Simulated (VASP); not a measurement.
A run of VASP 6.6.1:

File INCAR:

```
SYSTEM = ZrSnHg3
PREC = Accurate
ENCUT = 500
EDIFF = 1E-6
ISMEAR = 0
SIGMA = 0.1
LREAL = .False.
LASPH = .True.
NELM = 200
ALGO = Normal
ISIF = 2
LWAVE = .False.
LCHARG = .True.
ISPIN = 2
MAGMOM = 1 0 0 0 0
LORBIT = 11
LMAXMIX = 4
GGA = PE
LELF = .True.
LVHAR = .True.
NBANDS = 43
GGA_COMPAT = .False.
```

KPOINTS

```
regular mesh
0
Gamma
  4 4 4
  0 0 0
```

File POSCAR:

```
ZrSnHg3
1.0
    5.3441044699      0.0000000000      0.0000000000
    0.0000000000      5.3441044699      0.0000000000
    0.0000000000      0.0000000000      5.3441044699
Zr Sn Hg
1 1 3
Direct
    0.0000000000      0.0000000000      0.0000000000
    0.5000000000      0.5000000000      0.5000000000
    0.5000000000      0.0000000000      0.5000000000
    0.0000000000      0.5000000000      0.5000000000
    0.5000000000      0.5000000000      0.0000000000
```

Potentials or basis: VASP PAW PBE potentials, release 64 (Zr_sv, Sn_d, Hg).

Launch:

```sh
$ cat potpaw_PBE.64/Zr_sv/POTCAR potpaw_PBE.64/Sn_d/POTCAR potpaw_PBE.64/Hg/POTCAR > POTCAR
$ mpirun -np 1 vasp_std > vasp.out
```

Hardware: 1 thread of Intel(R) Xeon(R) 6975P-C (Granite Rapids) (shared host).

Task: Estimate the wall time of this run.

Result: Run time: 61 s on 1 thread of Intel(R) Xeon(R) 6975P-C (Granite Rapids) (shared host), peak memory 0.33 GiB. Counts: scf iterations 15, k points 10.
